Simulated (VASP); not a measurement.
# AgCl in VASP: a series of runs, part 2 of 2

VASP 6.6.1.

### 3 Single point, PBE (equal xx and yy strain of -2 %)

Input file INCAR:

```
SYSTEM = AgCl
PREC = Accurate
ENCUT = 500
EDIFF = 1E-6
ISMEAR = -1
SIGMA = 0.02
LREAL = .False.
LASPH = .True.
NELM = 120
ALGO = Normal
ISIF = 2
LWAVE = .False.
LCHARG = .False.
GGA = PE
NBANDS = 16
GGA_COMPAT = .False.
```

Input file KPOINTS:

```
Automatic mesh
0
Gamma
  8 8 8
  0 0 0
```

Input file POSCAR:

```
AgCl
1.0
    0.0000000000      2.7176870000      2.7731500000
    2.7176870000      0.0000000000      2.7731500000
    2.7176870000      2.7176870000      0.0000000000
Ag Cl
1 1
Direct
    0.5000000000      0.5000000000      0.5000000000
    0.0000000000      0.0000000000      0.0000000000
```

Potentials or basis: VASP PAW PBE potentials, release 64 (Ag, Cl).

Run with:

```
cat potpaw_PBE.64/Ag/POTCAR potpaw_PBE.64/Cl/POTCAR > POTCAR
mpirun -np 1 vasp_std > vasp.out
```

OUTCAR:

```text
SYSTEM = AgCl
   PREC = Accurate
   ENCUT = 500
   EDIFF = 1E-6
   ISMEAR = -1
   LREAL = .False.
   LASPH = .True.
   NELM = 120
   ISIF = 2
   GGA = PE

 ion  position               nearest neighbor table
   1  0.500  0.500  0.500-   2 2.72   2 2.72   2 2.72   2 2.72   2 2.77   2 2.77
   2  0.000  0.000  0.000-   1 2.72   1 2.72   1 2.72   1 2.72   1 2.77   1 2.77

  LATTYP: Found a body centered tetragonal cell.
 ALAT       =     3.8433898137
 C/A-ratio  =     1.4430750636

  Lattice vectors:

 A1 = (  -2.7176870000,   0.0000000000,   2.7731500000)
 A2 = (   2.7176870000,   0.0000000000,   2.7731500000)
 A3 = (   0.0000000000,   2.7176870000,  -2.7731500000)

Analysis of symmetry for initial positions (statically):
=====================================================================
 Subroutine PRICEL returns:
 Original cell was already a primitive cell.

 Routine SETGRP: Setting up the symmetry group for a
 body centered tetragonal supercell.

 Subroutine GETGRP returns: Found 16 space group operations
 (whereof 16 operations were pure point group operations)
 out of a pool of 16 trial point group operations.

The static configuration has the point symmetry D_4h.

Analysis of symmetry for dynamics (positions and initial velocities):
=====================================================================
 Subroutine PRICEL returns:
 Original cell was already a primitive cell.

 Routine SETGRP: Setting up the symmetry group for a
 body centered tetragonal supercell.

 Subroutine GETGRP returns: Found 16 space group operations
 (whereof 16 operations were pure point group operations)
 out of a pool of 16 trial point group operations.

The dynamic configuration has the point symmetry D_4h.

 Subroutine INISYM returns: Found 16 space group operations
 (whereof 16 operations are pure point group operations),
 and found     1 'primitive' translations

----------------------------------------------------------------------------------------

                                     Primitive cell

  volume of cell :      40.9640

  direct lattice vectors                    reciprocal lattice vectors
     0.000000000  2.717687000  2.773150000    -0.183979980  0.183979980  0.180300380
     2.717687000  0.000000000  2.773150000     0.183979980 -0.183979980  0.180300380
     2.717687000  2.717687000  0.000000000     0.183979980  0.183979980 -0.180300380

  length of vectors
     3.882806144  3.882806144  3.843389814     0.316552513  0.316552513  0.316552513

  position of ions in fractional coordinates (direct lattice)
     0.500000000  0.500000000  0.500000000
     0.000000000  0.000000000  0.000000000

  ion indices of the primitive-cell ions
   primitive index   ion index
                 1           1
                 2           2

----------------------------------------------------------------------------------------

 KPOINTS: Automatic mesh

Automatic generation of k-mesh.
 Grid dimensions read from file:
 generate k-points for:    8    8    8

 Generating k-lattice:

  Cartesian coordinates                     Fractional coordinates (reciprocal lattice)
    -0.022997498  0.022997498  0.022537548     0.125000000  0.000000000  0.000000000
     0.022997498 -0.022997498  0.022537548     0.000000000  0.125000000  0.000000000
     0.022997498  0.022997498 -0.022537548     0.000000000  0.000000000  0.125000000

  Length of vectors
     0.039569064  0.039569064  0.039569064

  Shift w.r.t. Gamma in fractional coordinates (k-lattice)
     0.000000000  0.000000000  0.000000000

 Subroutine IBZKPT returns following result:
 ===========================================

 Found     59 irreducible k-points:

 Following reciprocal coordinates:
            Coordinates               Weight
  0.000000  0.000000  0.000000      1.000000
  0.125000  0.000000  0.000000      8.000000
  0.250000  0.000000  0.000000      8.000000
  0.375000  0.000000  0.000000      8.000000
  0.500000  0.000000  0.000000      4.000000
  0.125000  0.125000  0.000000      2.000000
[... 16 lines left out ...]
  0.250000  0.000000  0.125000     16.000000
  0.375000  0.000000  0.125000     16.000000
 [... further k-points ...]
   k-points           NKPTS =     59   k-points in BZ     NKDIM =     59   number of bands    NBANDS=     16
   number of dos      NEDOS =    301   number of ions     NIONS =      2
   total plane-waves  NPLWV =  21952
   dimension x,y,z NGX =    28 NGY =   28 NGZ =   28
   dimension x,y,z NGXF=    56 NGYF=   56 NGZF=   56
   ions per type =               1   1
   NGX,Y,Z   is equivalent  to a cutoff of  11.99, 11.99, 12.11 a.u.
   NGXF,Y,Z  is equivalent  to a cutoff of  23.98, 23.98, 24.22 a.u.
 SYSTEM =  AgCl
   PREC   = accura    normal or accurate (medium, high low for compatibility)
   ISTART =      0    job   : 0-new  1-cont  2-samecut
   ICHARG =      2    charge: 1-file 2-atom 10-const
   ISPIN  =      1    spin polarized calculation?
   LNONCOLLINEAR =      F non collinear calculations
   LSORBIT =      F    spin-orbit coupling
   LASPH  =      T    aspherical Exc in radial PAW
   ENCUT  =  500.0 eV  36.75 Ry    6.06 a.u.   7.08  7.08  7.01*2*pi/ulx,y,z
   NELM   =    120;   NELMIN=  2; NELMDL= -5     # of ELM steps
   EDIFF  = 0.1E-05   stopping-criterion for ELM
   LREAL  =      F    real-space projection
[... 7 lines left out ...]
   TEBEG  =    0.0;   TEEND  =   0.0 temperature during run
   PSTRESS=    0.0 pullay stress
   NELECT =      18.0000    total number of electrons
   NUPDOWN=      -1.0000    fix difference up-down
   EMIN   =  10.00;   EMAX   =-10.00  energy-range for DOS
   EFERMI =   0.00;   METHOD = LEGACY
   ISMEAR =    -1;   SIGMA  =   0.02  broadening in eV -4-tet -1-fermi 0-gaus
   EFERMI_NEDOS =   21; number of points for ismear=-14 and -15
   IALGO  =     38    algorithm
   IMIX   =      4    mixing-type and parameters
     AMIX     =   0.40;   BMIX     =  1.00
     AMIX_MAG =   1.60;   BMIX_MAG =  1.00
  volume/ion in A,a.u.               =      20.48       138.22
  Fermi-wavevector in a.u.,A,eV,Ry     =   1.244605  2.351963 21.075995  1.549042
  Thomas-Fermi vector in A             =   2.378864
   LORBIT       =      0    0 simple, 1 ext, 2 COOP (PROOUT), +10 PAW based schemes
   GGA     = PE    functional components
   LHFCALC =     F    Hartree Fock is set to
   AEXX    =    0.0000 exact exchange contribution
   IVDW    =     0    specifies the selected vdW correction
   LEPSILON=     F    determine dielectric tensor
   LRPA    =     F    only Hartree local field effects (RPA)
 non-spin polarized calculation
  energy-cutoff  :      500.00
  volume of cell :       40.96
 maximum number of plane-waves:      1058
   NGX = 15   NGY = 15   NGZ = 13

 number of electron      18.0000000 magnetization

 Free energy of the ion-electron system (eV)
  ---------------------------------------------------
  ext. energy  EPLUGINS =         0.00000000
  ---------------------------------------------------
  free energy    TOTEN  =        -5.36542811 eV

  energy without entropy =       -5.36542811  energy(sigma->0) =       -5.36542811

 E-fermi :   4.8471     XC(G=0): -10.1783

 val. band max:        4.4104087546   @ k =   0.5000   0.0000   0.0000
 cond. band min:       5.2475768125   @ k =   0.0000   0.0000   0.0000
 fundamental gap:      0.8371680579
 Fermi energy:         4.8471389056

 k-point     1 :       0.0000    0.0000    0.0000
  band No.  band energies     occupation
      1     -11.0877      2.00000
      2       1.6950      2.00000
      3       1.7490      2.00000
      4       1.7490      2.00000
      5       1.7712      2.00000
      6       1.7765      2.00000
[... 8 lines left out ...]
     15      17.5764      0.00000
     16      18.0450      0.00000

 k-point     2 :       0.1250    0.0000    0.0000
  band No.  band energies     occupation
      1     -11.0207      2.00000
      2       0.9616      2.00000
      3       1.0135      2.00000
      4       1.0660      2.00000
      5       1.7785      2.00000
      6       1.8039      2.00000
[... 8 lines left out ...]
     15      16.5500      0.00000
     16      17.2045      0.00000
[... 387 lines left out ...]
      5       1.7595      2.00000
      6       1.9483      2.00000
[... 8 lines left out ...]
     15      17.8279      0.00000
     16      18.5452      0.00000

 k-point    24 :       0.3750    0.0000    0.1250
  band No.  band energies     occupation
      1     -10.6980      2.00000
      2      -0.7316      2.00000
      3       0.1278      2.00000
      4       0.3257      2.00000
      5       1.9152      2.00000
      6       2.1032      2.00000
[... 8 lines left out ...]
     15      18.1735      0.00000
     16      18.4844      0.00000

 [... further k-points ...]
[... 5 lines left out ...]
  --------------------------------------------------------------------------------------
  -------------------------------------------------------------------------------------
  Total        1.0244249      1.0244249      0.8291069      0.0000000     -0.0000000      0.0000000
  in kB       40.0671529     40.0671529     32.4279035      0.0000000     -0.0000000      0.0000000
  external PRESSURE =      37.5207364 kB  Pullay stress =       0.0000000 kB

 VOLUME and BASIS-vectors are now :
 -----------------------------------------------------------------------------
  energy-cutoff  :      500.00
  volume of cell :       40.96
      direct lattice vectors                 reciprocal lattice vectors
     0.000000000  2.717687000  2.773150000    -0.183979980  0.183979980  0.180300380
     2.717687000  0.000000000  2.773150000     0.183979980 -0.183979980  0.180300380
     2.717687000  2.717687000  0.000000000     0.183979980  0.183979980 -0.180300380

 POSITION                                       TOTAL-FORCE (eV/Angst)
 -----------------------------------------------------------------------------------
      2.71769      2.71769      2.77315         0.000000      0.000000      0.000000
      0.00000      0.00000      0.00000         0.000000      0.000000     -0.000000
 -----------------------------------------------------------------------------------
    total drift:                                0.000000      0.000000      0.000000

  FREE ENERGIE OF THE ION-ELECTRON SYSTEM (eV)
  ---------------------------------------------------
  free  energy   TOTEN  =        -5.3654281070 eV

  energy  without entropy=       -5.3654281070  energy(sigma->0) =       -5.36542811
```

OSZICAR:

```text
N       E                     dE             d eps       ncg     rms          rms(c)
DAV:   1     0.914534851103E+02    0.91453E+02   -0.84615E+03  1888   0.992E+02
DAV:   2    -0.259634074774E+01   -0.94050E+02   -0.86260E+02  2400   0.215E+02
DAV:   3    -0.552765245904E+01   -0.29313E+01   -0.29245E+01  2272   0.390E+01
DAV:   4    -0.554227407402E+01   -0.14622E-01   -0.14620E-01  2480   0.317E+00
DAV:   5    -0.554242906443E+01   -0.15499E-03   -0.15499E-03  2248   0.323E-01    0.692E+00
DAV:   6    -0.537001688866E+01    0.17241E+00   -0.23864E-01  2384   0.645E+00    0.446E+00
DAV:   7    -0.536606136919E+01    0.39555E-02   -0.97459E-02  2304   0.206E+00    0.208E+00
DAV:   8    -0.536530466517E+01    0.75670E-03   -0.43790E-03  2240   0.692E-01    0.315E-01
DAV:   9    -0.536536800001E+01   -0.63335E-04   -0.53036E-04  2360   0.270E-01    0.339E-02
DAV:  10    -0.536542392164E+01   -0.55922E-04   -0.70398E-05  2384   0.765E-02    0.257E-02
DAV:  11    -0.536542799763E+01   -0.40760E-05   -0.49764E-06  2344   0.163E-02    0.461E-03
DAV:  12    -0.536542810701E+01   -0.10938E-06   -0.52748E-07  1528   0.523E-03
   1 F= -.53654281E+01 E0= -.53654281E+01  d E =-.669869E-11
```

stdout:

```text
POSCAR found type information on POSCAR AgCl
 POSCAR found :  2 types and       2 ions
 scaLAPACK will be used
 LDA part: xc-table for (Slater+PW92), standard interpolation
 POSCAR, INCAR and KPOINTS ok, starting setup
 FFT: planning ... GRIDC
 FFT: planning ... GRID_SOFT
 FFT: planning ... GRID
 WAVECAR not read
 entering main loop
```

Wall time 12 s (1 thread of Intel Xeon 6975P-C (Granite Rapids), shared host); peak memory 0.18 GiB.

What came out:

```
Free energy            : -5.3654 eV
Pressure               : 3.8 GPa
Band gap on the k mesh : 0.84 eV, indirect (least direct gap 3.31 eV)
```

Caveat: the cell differs from its parent crystal (equal xx and yy strain of -2 %). A k mesh can miss the band edges.

### 4 Single point, PBE (equal xx and yy strain of +1 %)

Input file INCAR:

```
SYSTEM = AgCl
  PREC = Accurate
  ENCUT = 500
  EDIFF = 1E-6
  ISMEAR = -1
  SIGMA = 0.02
  LREAL = .FALSE.
  LASPH = .TRUE.
  NELM = 120
  ALGO = Normal
  ISIF = 2
  LWAVE = .FALSE.
  LCHARG = .FALSE.
  GGA = PE
  NBANDS = 16
  GGA_COMPAT = .FALSE.
```

Input file KPOINTS:

```
regular mesh
0
G
  8 8 8
  0 0 0
```

Input file POSCAR:

```
AgCl
1.0
    0.0000000000      2.8008815000      2.7731500000
    2.8008815000      0.0000000000      2.7731500000
    2.8008815000      2.8008815000      0.0000000000
Ag Cl
1 1
Direct
    0.5000000000      0.5000000000      0.5000000000
    0.0000000000      0.0000000000      0.0000000000
```

Run with:

```
cat potpaw_PBE.64/Ag/POTCAR potpaw_PBE.64/Cl/POTCAR > POTCAR
mpirun -np 1 vasp_std > vasp.out
```

Run time: 16 s. Hardware: 1 thread of Intel Xeon 6975P-C (Granite Rapids), shared host; peak memory 0.19 GiB.

It converged, with:

| Property | Result |
| --- | --- |
| Free energy | -5.3999 eV |
| Pressure | 0.5 GPa |
| Band gap on the k mesh | 0.89 eV, indirect (least direct gap 3.12 eV) |

Stress tensor (GPa, compression positive):
```
0.48 0.00 0.00
0.00 0.48 0.00
0.00 0.00 0.66
```

Levels at points of the mesh, in eV from the valence-band top:
| k point | band 6 | band 7 | band 8 | band 9 | band 10 | band 11 | band 12 | band 13 |
| --- | --- | --- | --- | --- | --- | --- | --- | --- |
| (0.00, 0.00, 0.00) | -2.35 | -2.29 | -2.26 | -2.26 | 0.89 | 10.82 | 10.82 | 10.85 |
| (0.50, 0.00, 0.00) | -2.04 | -1.74 | -0.06 | 0.00 | 4.27 | 6.40 | 7.63 | 7.73 |
| (0.50, 0.50, 0.00) | -2.16 | -1.93 | -1.93 | -1.85 | 2.38 | 7.98 | 8.61 | 11.33 |
| (0.50, 0.00, 0.50) | -2.18 | -1.93 | -1.93 | -1.86 | 2.39 | 8.04 | 8.51 | 11.33 |

Caveat: the cell differs from its parent crystal (equal xx and yy strain of +1 %).

### 5 Overview

| cell | cutoff (eV) | gap on the mesh (eV) | pressure (GPa) |
| --- | --- | --- | --- |
| a = 3.942 Å, angles 59.3°, 2 atoms | 520 | 0.89 | 1.5 |
| a = 3.883, b = 3.883, c = 3.843 Å, angles 60.3, 60.3, 59.3°, 2 atoms | 500 | 0.84 | 3.8 |
| a = 3.941, b = 3.941, c = 3.961 Å, angles 59.8, 59.8, 60.3°, 2 atoms | 500 | 0.89 | 0.5 |

Alike in all rows: task single point; level PBE; potentials or basis VASP PAW PBE potentials, release 64 (Ag, Cl); no spin polarisation; k mesh 8 × 8 × 8; smearing fermi-dirac 0.02 eV.

Total energies depend on the potentials used, so only differences within one code and one set of settings carry meaning.
